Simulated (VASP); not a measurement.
Input of a VASP 6.6.1 run:

The input INCAR:

```
SYSTEM = Si16B
  ALGO = Normal
  EDIFF = 1E-7
  ENCUT = 520
  GGA = PE
  ISIF = 2
  ISMEAR = -1
  ISPIN = 2
  LASPH = .TRUE.
  LCHARG = .FALSE.
  LORBIT = 11
  LREAL = Auto
  LWAVE = .FALSE.
  MAGMOM = 0 0 0 0 0 0 0 0 0 0 0 0 0 0 0 0 0
  NBANDS = 52
  NELM = 150
  PREC = Accurate
  SIGMA = 0.05
```

File KPOINTS:

```
k-points
0
G
  2 2 2
  0 0 0
```

Contents of POSCAR:

```
Si16B
1.0
    0.0000000000      5.4300000000      5.4300000000
    5.4300000000      0.0000000000      5.4300000000
    5.4300000000      5.4300000000      0.0000000000
Si B
16 1
Direct
   -0.0112799263     -0.0677992634      0.0394567219
    0.1387937385      0.1854788214      0.0484069982
   -0.0382320442      0.0228360958      0.4053959484
    0.0976243094      0.0905893186      0.5871823204
   -0.0146500921      0.5940423573      0.0340607735
    0.2104604052      0.6164825046      0.2318784530
    0.0216850829      0.4702117864      0.5586648250
    0.1284069982      0.7107274401      0.6334530387
    0.4923572744     -0.0213259669     -0.0028545120
    0.5680478821      0.0676611418      0.1813075506
    0.4436003683      0.0015009208      0.5690883978
    0.6146777164      0.1479373849      0.5919152855
    0.5870257827      0.4297882136     -0.0501933702
    0.6161418048      0.6333609576      0.1056998158
    0.4827900552      0.5364548803      0.4685727440
    0.6023572744      0.6493922652      0.6026887661
    0.9382688766      0.2514732965      0.9020810313
```

Potentials or basis: VASP PAW PBE potentials, release 64 (Si, B).

The run is started by

```sh
$ cat potpaw_PBE.64/Si/POTCAR potpaw_PBE.64/B/POTCAR > POTCAR
$ mpirun -np 1 vasp_std > vasp.out
```

**Question.** What does it give for the pressure?

**Answer.** -0.2 GPa.

**Question.** Estimate the largest force.

**Answer.** 3.347 eV/Å.

Stress tensor (GPa, compression positive):
```
-0.02 -0.64  1.48
-0.64 -2.29  0.05
 1.48  0.05  1.76
```

Caveat: the k points lie up to 0.50 Å⁻¹ apart.
